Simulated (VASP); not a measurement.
Set up this calculation in VASP 6.6.1, as the native input.

| Item | Value |
| --- | --- |
| Task | single point |
| Functional | revPBE |
| Potentials or basis | VASP PAW PBE potentials, release 64 (Mo_sv) |
| Cutoff | 520 eV |
| k mesh | 15 × 15 × 7 |
| Occupations | fermi-dirac, width 0.1 eV |
| Spin | no spin polarisation |
| Dipole correction | no |
| Further INCAR settings | ALGO = Normal; EDIFF = 1e-06; NBANDS = 21 |

The structure of Mo lies in POSCAR:

```
Mo
1.0
    2.7677954138      0.0000000000      0.0000000000
   -1.3838977069      2.3969811408      0.0000000000
    0.0000000000      0.0000000000      4.9088966175
Mo
2
Direct
    0.3333333333      0.6666666667      0.2500000000
    0.6666666667      0.3333333333      0.7500000000
```

This isn't the form of Mo at room conditions, which is bcc.

These files were run (other wordings do the same):

INCAR

```
ALGO = Normal
EDIFF = 1E-6
ENCUT = 520
GGA = RE
ISIF = 2
ISMEAR = -1
LASPH = True
LCHARG = True
LELF = True
LREAL = False
LVHAR = True
LWAVE = False
NBANDS = 21
NELM = 60
PREC = Accurate
SIGMA = 0.1
```

KPOINTS

```
k-points
0
Gamma
  15 15 7
```

Potentials or basis: VASP PAW PBE potentials, release 64 (Mo_sv).

Launch:

```sh
$ cat potpaw_PBE.64/Mo_sv/POTCAR > POTCAR
$ mpirun -np 1 vasp_std > vasp.out
```

It gave:

```yaml
Pressure: 0.4 GPa
Band_gap_on_the_k_mesh: zero (bands 14 and 15 overlap by 1.67 eV)
```

Caveat: the PAW data sets were made with another functional, which shifts forces and pressure a little.

It took 45 s on 1 thread of Intel(R) Xeon(R) Platinum 8488C (Sapphire Rapids), on a shared host, peak memory 0.2 GiB.
